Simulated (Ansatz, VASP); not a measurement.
In3GaSb2N2: VASP beside Ansatz

```
In Ga Sb N
1.0
    -2.69818    2.69818    5.62521
     2.69818   -2.69818    5.62521
     2.69818    2.69818   -5.62521
In Ga Sb N
3 1 2 2
Direct
  0.50000 0.00000 0.50000
  0.00000 0.50000 0.50000
  0.00000 0.00000 0.00000
  0.50000 0.50000 0.00000
  0.25686 0.25686 0.00000
  0.74314 0.74314 0.00000
  0.75000 0.25000 0.50000
  0.25000 0.75000 0.50000
```

Alike in both runs: functional PBE; k mesh 3 × 3 × 3; occupations gaussian, width 0.15 eV; no spin polarisation.

Ansatz relaxed the structure, and its values are those at the end. VASP's run is a single point on that final structure, the one shown.

|  | VASP | Ansatz |
| --- | --- | --- |
| version | VASP 6.6.1 | Ansatz 0.2.0 |
| potentials or method | VASP PAW PBE potentials, release 64 (In_d, Ga_d, Sb, N), cutoff 520 eV | scalar-relativistic, plane waves, PAW |
| valence electrons in the cell | 72 | 92 |

```csv
,VASP,Ansatz,Ansatz less VASP
gap on the k mesh at the Fermi level (eV),none,none,-
pressure (GPa),-0.1,0.1,+0.14
```

A gap of «none» marks a metal or a gap that the smearing closes. The functional is the same, so the differences come from potentials, cutoffs and numerics. VASP's potentials hold 72 valence electrons a cell and Ansatz's 92, so a difference there can come from the potentials and not from the codes.

The k mesh is coarse, so the values compare programs but aren't converged. Neither program's run includes spin-orbit coupling.
